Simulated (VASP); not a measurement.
Here is a VASP 6.6.1 calculation.

INCAR

```
SYSTEM = Pd
PREC     = Accurate       ! precision mode
ENCUT    = 520            ! plane-wave cutoff, eV
EDIFF    = 1E-7           ! SCF threshold, eV
ISMEAR   = -1             ! smearing method
SIGMA    = 0.05           ! smearing width, eV
LREAL    = .False.        ! projectors in reciprocal space
LASPH    = .True.         ! aspherical terms in the spheres
NELM     = 100            ! most SCF steps
ALGO     = Normal         ! electronic algorithm
ISIF     = 2              ! what is computed and relaxed
LWAVE    = .False.        ! write WAVECAR
LCHARG   = .True.         ! write CHGCAR
GGA      = PE             ! functional
LELF     = .True.         ! ELF
LVHAR    = .True.       
NBANDS   = 11             ! bands
```

The input KPOINTS:

```
regular mesh
0
Gamma
  19 19 19
  0 0 0
```

The input POSCAR:

```
Pd
1.0
   -1.4422480404      1.4422480404      1.4422480404
    1.4422480404     -1.4422480404      1.4422480404
    1.4422480404      1.4422480404     -1.4422480404
Pd
1
Direct
    0.0000000000      0.0000000000      0.0000000000
```

Potentials or basis: VASP PAW PBE potentials, release 64 (Pd).

Command:

```sh
$ cat potpaw_PBE.64/Pd/POTCAR > POTCAR
$ mpirun -np 1 vasp_std > vasp.out
```

Question: What does it give for the pressure?

Answer: 81.3 GPa.

Question: Estimate the band gap on the k mesh.

Answer: Zero (bands 5 and 6 overlap by 2.37 eV).

Caveat: the cell stands under pressure.
